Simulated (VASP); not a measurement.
# CuO (rock salt type) (Fm-3m) in VASP: further runs

Aim: see how the results for CuO (rock salt type) move with the level of theory and the settings. Levels: PBE, r2SCAN. Tasks: single point.

All numbers are computed with VASP 6.6.1; they aren't measurements. Logs are shortened: lines on timing, memory, paths and dates and some standing lists are left out, and cuts for length are marked.

## 1. The cell of the first run

The structure is cubic, space group Fm-3m (No. 225). The conventional cell has a = 4.327 Å, b = 4.327 Å, c = 4.327 Å, α = 90.00°, β = 90.00°, γ = 90.00°. Within 2.9 Å of Cu (site symmetry m-3m) lie 6 O at 2.16 Å. Within 2.9 Å of O (site symmetry m-3m) lie 6 Cu at 2.16 Å.

## 2. Single point, PBE

Input file INCAR:

```
PREC = Accurate
ENCUT = 520
EDIFF = 1E-6
ISMEAR = -1
SIGMA = 0.06122561905347299
LREAL = False
LASPH = True
NELM = 80
ALGO = Normal
ISIF = 2
LWAVE = False
LCHARG = True
GGA = PE
LELF = True
LVHAR = True
NBANDS = 16
```

Input file KPOINTS:

```
Automatic mesh
0
Gamma
  15 15 15
```

Input file POSCAR:

```
CuO
1.0
    0.0000000000      2.1634561448      2.1634561448
    2.1634561448      0.0000000000      2.1634561448
    2.1634561448      2.1634561448      0.0000000000
Cu O
1 1
Direct
    0.0000000000      0.0000000000      0.0000000000
    0.5000000000      0.5000000000      0.5000000000
```

Potentials or basis: VASP PAW PBE potentials, release 64 (Cu, O).

Started as:

```sh
$ cat potpaw_PBE.64/Cu/POTCAR potpaw_PBE.64/O/POTCAR > POTCAR
$ mpirun -np 1 vasp_std > vasp.out
```

OUTCAR:

```text
PREC = Accurate
   ENCUT = 520
   EDIFF = 1E-6
   ISMEAR = -1
   LREAL = False
   LASPH = True
   NELM = 80
   ISIF = 2
   GGA = PE

 ion  position               nearest neighbor table
   1  0.000  0.000  0.000-   2 2.16   2 2.16   2 2.16   2 2.16   2 2.16   2 2.16
   2  0.500  0.500  0.500-   1 2.16   1 2.16   1 2.16   1 2.16   1 2.16   1 2.16

  LATTYP: Found a face centered cubic cell.
 ALAT       =     4.3269122896

  Lattice vectors:

 A1 = (   0.0000000000,   2.1634561448,   2.1634561448)
 A2 = (   2.1634561448,   0.0000000000,   2.1634561448)
 A3 = (   2.1634561448,   2.1634561448,   0.0000000000)

Analysis of symmetry for initial positions (statically):
=====================================================================
 Subroutine PRICEL returns:
 Original cell was already a primitive cell.

 Routine SETGRP: Setting up the symmetry group for a
 face centered cubic supercell.

 Subroutine GETGRP returns: Found 48 space group operations
 (whereof 48 operations were pure point group operations)
 out of a pool of 48 trial point group operations.

The static configuration has the point symmetry O_h .

Analysis of symmetry for dynamics (positions and initial velocities):
=====================================================================
 Subroutine PRICEL returns:
 Original cell was already a primitive cell.

 Routine SETGRP: Setting up the symmetry group for a
 face centered cubic supercell.

 Subroutine GETGRP returns: Found 48 space group operations
 (whereof 48 operations were pure point group operations)
 out of a pool of 48 trial point group operations.

The dynamic configuration has the point symmetry O_h .

 Subroutine INISYM returns: Found 48 space group operations
 (whereof 48 operations are pure point group operations),
 and found     1 'primitive' translations

----------------------------------------------------------------------------------------

                                     Primitive cell

  volume of cell :      20.2523

  direct lattice vectors                    reciprocal lattice vectors
     0.000000000  2.163456145  2.163456145    -0.231111687  0.231111687  0.231111687
     2.163456145  0.000000000  2.163456145     0.231111687 -0.231111687  0.231111687
     2.163456145  2.163456145  0.000000000     0.231111687  0.231111687 -0.231111687

  length of vectors
     3.059589022  3.059589022  3.059589022     0.400297185  0.400297185  0.400297185

  position of ions in fractional coordinates (direct lattice)
     0.000000000  0.000000000  0.000000000
     0.500000000  0.500000000  0.500000000

  ion indices of the primitive-cell ions
   primitive index   ion index
                 1           1
                 2           2

----------------------------------------------------------------------------------------

 KPOINTS: Automatic mesh

Automatic generation of k-mesh.
 Grid dimensions read from file:
 generate k-points for:   15   15   15

 Generating k-lattice:

  Cartesian coordinates                     Fractional coordinates (reciprocal lattice)
    -0.015407446  0.015407446  0.015407446     0.066666667  0.000000000  0.000000000
     0.015407446 -0.015407446  0.015407446     0.000000000  0.066666667  0.000000000
     0.015407446  0.015407446 -0.015407446     0.000000000  0.000000000  0.066666667

  Length of vectors
     0.026686479  0.026686479  0.026686479

  Shift w.r.t. Gamma in fractional coordinates (k-lattice)
     0.000000000  0.000000000  0.000000000

 Subroutine IBZKPT returns following result:
 ===========================================

 Found    120 irreducible k-points:

 Following reciprocal coordinates:
            Coordinates               Weight
  0.000000  0.000000  0.000000      1.000000
  0.066667  0.000000  0.000000      8.000000
  0.133333  0.000000  0.000000      8.000000
  0.200000  0.000000  0.000000      8.000000
  0.266667  0.000000  0.000000      8.000000
  0.333333  0.000000  0.000000      8.000000
[... 16 lines left out ...]
  0.133333  0.133333  0.000000      6.000000
  0.200000  0.133333  0.000000     24.000000
 [... further k-points ...]
   k-points           NKPTS =    120   k-points in BZ     NKDIM =    120   number of bands    NBANDS=     16
   number of dos      NEDOS =    301   number of ions     NIONS =      2
   total plane-waves  NPLWV =  13824
   dimension x,y,z NGX =    24 NGY =   24 NGZ =   24
   dimension x,y,z NGXF=    48 NGYF=   48 NGZF=   48
   ions per type =               1   1
   NGX,Y,Z   is equivalent  to a cutoff of  13.04, 13.04, 13.04 a.u.
   NGXF,Y,Z  is equivalent  to a cutoff of  26.08, 26.08, 26.08 a.u.
 SYSTEM =  unknown system
   PREC   = accura    normal or accurate (medium, high low for compatibility)
   ISTART =      0    job   : 0-new  1-cont  2-samecut
   ICHARG =      2    charge: 1-file 2-atom 10-const
   ISPIN  =      1    spin polarized calculation?
   LNONCOLLINEAR =      F non collinear calculations
   LSORBIT =      F    spin-orbit coupling
   LASPH  =      T    aspherical Exc in radial PAW
   ENCUT  =  520.0 eV  38.22 Ry    6.18 a.u.   5.69  5.69  5.69*2*pi/ulx,y,z
   NELM   =     80;   NELMIN=  2; NELMDL= -5     # of ELM steps
   EDIFF  = 0.1E-05   stopping-criterion for ELM
   LREAL  =      F    real-space projection
   EDIFFG = 0.1E-04   stopping-criterion for IOM
   NSW    =      0    number of steps for IOM
   IBRION =     -1    ionic relax: 0-MD 1-quasi-New 2-CG
   NFREE  =      0    steps in history (QN), initial steepest desc. (CG)
   ISIF   =      2    stress and relaxation
   ISYM   =      2    0-nonsym 1-usesym 2-fastsym
   POTIM  = 0.5000    time-step for ionic-motion
   TEBEG  =    0.0;   TEEND  =   0.0 temperature during run
   PSTRESS=    0.0 pullay stress
   NELECT =      17.0000    total number of electrons
   NUPDOWN=      -1.0000    fix difference up-down
   EMIN   =  10.00;   EMAX   =-10.00  energy-range for DOS
   EFERMI =   0.00;   METHOD = LEGACY
   ISMEAR =    -1;   SIGMA  =   0.06  broadening in eV -4-tet -1-fermi 0-gaus
   EFERMI_NEDOS =   21; number of points for ismear=-14 and -15
   IALGO  =     38    algorithm
   IMIX   =      4    mixing-type and parameters
     AMIX     =   0.40;   BMIX     =  1.00
     AMIX_MAG =   1.60;   BMIX_MAG =  1.00
  volume/ion in A,a.u.               =      10.13        68.33
  Fermi-wavevector in a.u.,A,eV,Ry     =   1.544305  2.918313 32.448229  2.384878
  Thomas-Fermi vector in A             =   2.649845
   LORBIT       =      0    0 simple, 1 ext, 2 COOP (PROOUT), +10 PAW based schemes
   GGA     = PE    functional components
   LHFCALC =     F    Hartree Fock is set to
   AEXX    =    0.0000 exact exchange contribution
   IVDW    =     0    specifies the selected vdW correction
   LEPSILON=     F    determine dielectric tensor
   LRPA    =     F    only Hartree local field effects (RPA)
 non-spin polarized calculation
  energy-cutoff  :      520.00
  volume of cell :       20.25
 maximum number of plane-waves:       560
   NGX = 11   NGY = 11   NGZ = 11

 number of electron      17.0000002 magnetization

 Free energy of the ion-electron system (eV)
  ---------------------------------------------------
  ext. energy  EPLUGINS =         0.00000000
  ---------------------------------------------------
  free energy    TOTEN  =        -9.51371168 eV

  energy without entropy =       -9.49464100  energy(sigma->0) =       -9.50417634

 E-fermi :   5.3289     XC(G=0): -12.0449

 val. band max:        5.3243599747   @ k =  -0.2667   0.3333   0.1333
 cond. band min:       5.3382379753   @ k =  -0.3333   0.3333   0.0000
 fundamental gap:      0.0138780006
 Fermi energy:         5.3289040025

 k-point     1 :       0.0000    0.0000    0.0000
  band No.  band energies     occupation
      1     -13.6499      2.00000
      2       3.0712      2.00000
      3       3.0712      2.00000
      4       3.0712      2.00000
      5       3.2169      2.00000
      6       3.2169      2.00000
[... 8 lines left out ...]
     15      25.6105      0.00000
     16      25.6105      0.00000

 k-point     2 :       0.0667    0.0000    0.0000
  band No.  band energies     occupation
      1     -13.6080      2.00000
      2       2.6199      2.00000
      3       2.7152      2.00000
      4       2.7152      2.00000
      5       3.1194      2.00000
      6       3.1194      2.00000
[... 8 lines left out ...]
     15      25.4896      0.00000
     16      25.4896      0.00000

 k-point     3 :       0.1333    0.0000    0.0000
  band No.  band energies     occupation
      1     -13.4875      2.00000
      2       1.8031      2.00000
      3       2.2308      2.00000
      4       2.2308      2.00000
      5       3.1786      2.00000
      6       3.1786      2.00000
[... 8 lines left out ...]
     15      25.5624      0.00000
     16      25.5624      0.00000

 k-point     4 :       0.2000    0.0000    0.0000
  band No.  band energies     occupation
      1     -13.3028      2.00000
      2       0.8966      2.00000
      3       1.7954      2.00000
      4       1.7954      2.00000
      5       3.2694      2.00000
      6       3.2694      2.00000
[... 8 lines left out ...]
     15      26.0264      0.00000
     16      26.0264      0.00000

 k-point     5 :       0.2667    0.0000    0.0000
  band No.  band energies     occupation
      1     -13.0784      2.00000
      2       0.0360      2.00000
      3       1.4274      2.00000
      4       1.4274      2.00000
      5       3.3759      2.00000
      6       3.3759      2.00000
[... 8 lines left out ...]
     15      26.7784      0.00000
     16      26.7784      0.00000

 k-point     6 :       0.3333    0.0000    0.0000
  band No.  band energies     occupation
      1     -12.8505      2.00000
      2      -0.6950      2.00000
      3       1.1398      2.00000
      4       1.1398      2.00000
      5       3.4798      2.00000
      6       3.4798      2.00000
[... 8 lines left out ...]
     15      27.7343      0.00000
     16      27.7343      0.00000
[... 267 lines left out ...]
 k-point    21 :      -0.1333    0.0667    0.0000
  band No.  band energies     occupation
      1     -13.3992      2.00000
      2       1.3157      2.00000
      3       1.9077      2.00000
      4       2.2138      2.00000
      5       3.1660      2.00000
      6       3.2939      2.00000
[... 8 lines left out ...]
     15      25.1569      0.00000
     16      26.8241      0.00000

 k-point    22 :      -0.0667    0.0667    0.0000
  band No.  band energies     occupation
      1     -13.5403      2.00000
      2       2.0639      2.00000
      3       2.3217      2.00000
      4       2.5973      2.00000
      5       3.1073      2.00000
      6       3.2286      2.00000
[... 8 lines left out ...]
     15      24.8917      0.00000
     16      26.3315      0.00000

 k-point    23 :       0.1333    0.1333    0.0000
  band No.  band energies     occupation
      1     -13.4382      2.00000
      2       1.2976      2.00000
      3       2.4959      2.00000
      4       2.4959      2.00000
      5       2.9698      2.00000
      6       3.3366      2.00000
[... 8 lines left out ...]
     15      27.7493      0.00000
     16      28.5319      0.00000

 k-point    24 :       0.2000    0.1333    0.0000
  band No.  band energies     occupation
      1     -13.3066      2.00000
      2       0.8012      2.00000
      3       2.1624      2.00000
      4       2.2382      2.00000
      5       2.9948      2.00000
      6       3.3654      2.00000
[... 8 lines left out ...]
     15      28.0589      0.00000
     16      28.9918      0.00000

 [... further k-points ...]
[... 5 lines left out ...]
  --------------------------------------------------------------------------------------
  -------------------------------------------------------------------------------------
  Total       -1.1145657     -1.1145657     -1.1145657     -0.0000000      0.0000000      0.0000000
  in kB      -88.1742877    -88.1742877    -88.1742877     -0.0000000      0.0000000      0.0000000
  external PRESSURE =     -88.1742877 kB  Pullay stress =       0.0000000 kB

 VOLUME and BASIS-vectors are now :
 -----------------------------------------------------------------------------
  energy-cutoff  :      520.00
  volume of cell :       20.25
      direct lattice vectors                 reciprocal lattice vectors
     0.000000000  2.163456145  2.163456145    -0.231111687  0.231111687  0.231111687
     2.163456145  0.000000000  2.163456145     0.231111687 -0.231111687  0.231111687
     2.163456145  2.163456145  0.000000000     0.231111687  0.231111687 -0.231111687

 POSITION                                       TOTAL-FORCE (eV/Angst)
 -----------------------------------------------------------------------------------
      0.00000      0.00000      0.00000        -0.000000     -0.000000     -0.000000
      2.16346      2.16346      2.16346         0.000000      0.000000      0.000000
 -----------------------------------------------------------------------------------
    total drift:                                0.000000     -0.000000     -0.000000

  FREE ENERGIE OF THE ION-ELECTRON SYSTEM (eV)
  ---------------------------------------------------
  free  energy   TOTEN  =        -9.5137116790 eV

  energy  without entropy=       -9.4946409979  energy(sigma->0) =       -9.50417634
```

Run time: 54 s. Hardware: 1 thread of Intel Xeon 8259CL, shared host; peak memory 0.16 GiB.

What came out:

| Item | Value |
| --- | --- |
| Free energy | -9.5137 eV |
| Pressure | -8.8 GPa |
| Band gap on the k mesh | zero (an odd number of electrons rules out a gap without spin polarisation) |

Caveat: the cell stands under tension; an odd number of electrons without spin polarisation forces a metal; a magnetic or distorted state may lie lower; semilocal functionals often make such compounds metallic where correlation or magnetic order opens a gap, which also shifts bond lengths. With open d or f shells a metallic result of PBE can be an artefact of self-interaction; +U or a hybrid may open a gap.

## 3. Single point, r2SCAN

This run uses another cell than the first one, of 8.79 Å³/atom.

Input file POSCAR:

```
CuO
1.0
    0.0000000000      2.0636787084      2.0636787084
    2.0636787084      0.0000000000      2.0636787084
    2.0636787084      2.0636787084      0.0000000000
Cu O
1 1
Direct
    0.0000000000      0.0000000000      0.0000000000
    0.5000000000      0.5000000000      0.5000000000
```

Input file INCAR.step1:

```
SYSTEM = CuO
PREC = Accurate ; ENCUT = 520
ISMEAR = -1 ; SIGMA = 0.1
LREAL = .FALSE. ; LASPH = .TRUE.
NELM = 100 ; NBANDS = 16
GGA = PE ; ALGO = Normal
EDIFF = 1E-4 ; LWAVE = .TRUE.
LCHARG = .FALSE.
```

Input file INCAR.step2:

```
SYSTEM = CuO
PREC = Accurate ; ENCUT = 520
EDIFF = 1E-7 ; ISMEAR = -1
SIGMA = 0.1 ; LREAL = .FALSE.
LASPH = .TRUE. ; NELM = 100
ALGO = Normal ; ISIF = 2
LWAVE = .FALSE. ; LCHARG = .FALSE.
METAGGA = R2SCAN ; LMIXTAU = .TRUE.
NBANDS = 16 ; ISTART = 1
```

Input file KPOINTS:

```
Automatic mesh
0
G
  14 14 14
  0 0 0
```

Potentials or basis: VASP PAW PBE potentials, release 64 (Cu, O).

Started as:

```sh
$ cat potpaw_PBE.64/Cu/POTCAR potpaw_PBE.64/O/POTCAR > POTCAR
$ cp INCAR.step1 INCAR
$ mpirun -np 1 vasp_std > vasp.out
$ cp INCAR.step2 INCAR
$ mpirun -np 1 vasp_std > vasp.out
```

Run time: 3 min. Hardware: 1 thread of Intel Xeon 8259CL, shared host; peak memory 0.16 GiB.

The run converged. Its results:

* Free energy: -17.9700 eV
* Pressure: 10.9 GPa
* Band gap on the k mesh: zero (an odd number of electrons rules out a gap without spin polarisation)

Levels at points of the mesh, in eV from the Fermi level:
```tsv
k point	band 7	band 8	band 9	band 10	band 11	band 12
(0.00, 0.00, 0.00)	-2.88	-2.47	-2.47	2.30	19.22	19.89
(0.50, 0.00, 0.00)	-1.70	0.80	0.80	6.45	11.11	14.95
(0.50, 0.50, 0.00)	-1.99	-1.99	-1.56	6.64	11.94	12.84
```

Caveat: the cell stands under pressure; the PAW data sets were made with another functional, which shifts forces and pressure a little; an odd number of electrons without spin polarisation forces a metal; a magnetic or distorted state may lie lower; semilocal functionals often make such compounds metallic where correlation or magnetic order opens a gap, which also shifts bond lengths. With open d or f shells a metallic result of r2SCAN can be an artefact of self-interaction; +U or a hybrid may open a gap.
